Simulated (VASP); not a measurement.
Runs of VASP 6.6.1 on GaP. The structure is trigonal, space group R-3m (No. 166). Conventional cell: a = 3.886 Å, b = 3.886 Å, c = 19.292 Å, α = 90.00°, β = 90.00°, γ = 120.00°. Within 3.2 Å of Ga (site symmetry 3m) lie 3 P at 2.40 Å and 1 Ga at 2.49 Å. Within 2.9 Å of P (site symmetry 3m) lie 1 P at 2.21 Å and 3 Ga at 2.40 Å. 

| k mesh | gap on the mesh (eV) | pressure (GPa) | largest force (eV/Å) |
| --- | --- | --- | --- |
| 8 × 8 × 8 | (b) | -2.5 | 0.06 |
| 3 × 3 × 3 | 1.42 | -1.8 | 0.10 |
| 7 × 7 × 7 | 1.21 | -2.5 | 0.06 |
| 2 × 2 × 2 | (a) | 1.2 | 0.46 |

Alike in all rows: task single point; level r2SCAN; potentials or basis VASP PAW PBE potentials, release 64 (Ga_d, P); no spin polarisation; cell as given; cutoff (eV) 520; smearing gaussian 0.01 eV.

**Question.** Estimate the missing entries.

**Answer.** (a) 1.01; (b) 1.08.

Caveats: some runs use coarse meshes; the PAW data sets were made with another functional, which shifts forces and pressure a little; an odd mesh through Γ misses points on the zone boundary, where band edges can lie (at least some runs).

A k mesh can miss the band edges, and the runs leave out spin-orbit coupling on Ga.
